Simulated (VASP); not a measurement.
The system is Hf.

```
Hf
1.0
     3.20451    0.00000    0.00000
    -1.60225    2.77518    0.00000
     0.00000    0.00000    5.07382
Hf
2
Direct
  0.33333 0.66667 0.25000
  0.66667 0.33333 0.75000
```

Base run:

```yaml
Program: VASP 6.6.1
Functional: PBE
Potentials_or_basis: VASP PAW PBE potentials, release 64 (Hf_pv)
Cutoff: 520 eV
k_mesh: 11 × 11 × 6
Occupations: gaussian, width 0.6 eV
Spin: no spin polarisation
```

Its results: band gap on the k mesh zero (bands 10 and 11 overlap by 1.48 eV); pressure 0.1 GPa.

The run is repeated on the same cell with these changes: occupations from gaussian, width 0.6 eV to gaussian, width 0.3 eV. What comes out?

Band gap on the k mesh zero (bands 10 and 11 overlap by 1.48 eV); pressure -0.5 GPa.

Caveats: so wide a smearing shifts energies and pressures; spin-orbit coupling is left out, which moves the levels of the heavy elements.
